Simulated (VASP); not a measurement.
A run of VASP 6.6.1:

The input POSCAR:

```
TiCo
1.0
    0.0000000000      2.9874422231      2.9874422231
    0.0000000000     -2.9874422231      2.9874422231
    2.9874422231      0.0000000000      0.0000000000
Ti Co
2 2
Direct
    0.0000000000      0.0000000000      0.0000000000
    0.5000000000      0.5000000000      0.0000000000
    0.5000000000      0.0000000000      0.5000000000
    1.0000000000      0.5000000000      0.5000000000
```

Contents of INCAR.step1:

```
SYSTEM = TiCo
  ALGO = Normal
  EDIFF = 1E-4
  ENCUT = 520
  GGA = PE
  ISMEAR = 0
  ISPIN = 2
  LASPH = .TRUE.
  LCHARG = .FALSE.
  LMAXMIX = 4
  LREAL = .FALSE.
  LWAVE = .TRUE.
  MAGMOM = 0 0 1.5 1.5
  NBANDS = 33
  NELM = 150
  PREC = Accurate
  SIGMA = 0.05
```

The input INCAR.step2:

```
SYSTEM = TiCo
  ALGO = Normal
  EDIFF = 1E-6
  ENCUT = 520
  ISIF = 2
  ISMEAR = 0
  ISPIN = 2
  ISTART = 1
  LASPH = .TRUE.
  LCHARG = .TRUE.
  LELF = .TRUE.
  LMAXMIX = 4
  LMIXTAU = .TRUE.
  LORBIT = 11
  LREAL = .FALSE.
  LVHAR = .TRUE.
  LWAVE = .FALSE.
  MAGMOM = 0 0 1.5 1.5
  METAGGA = R2SCAN
  NBANDS = 33
  NELM = 150
  PREC = Accurate
  SIGMA = 0.05
```

KPOINTS

```
k-points
0
G
  8 8 12
  0 0 0
```

Potentials or basis: VASP PAW PBE potentials, release 64 (Ti_sv, Co).

Run with:

```sh
$ cat potpaw_PBE.64/Ti_sv/POTCAR potpaw_PBE.64/Co/POTCAR > POTCAR
$ cp INCAR.step1 INCAR
$ mpirun -np 1 vasp_std > vasp.out
$ cp INCAR.step2 INCAR
$ mpirun -np 1 vasp_std > vasp.out
```

Hardware: 1 thread of Oxide Virtual Turin-like Processor, on a shared host.

Task: Estimate the wall time of this run.

Result: Wall time 18 min on 1 thread of Oxide Virtual Turin-like Processor (shared host), peak memory 0.35 GiB. Counts: k points 105.
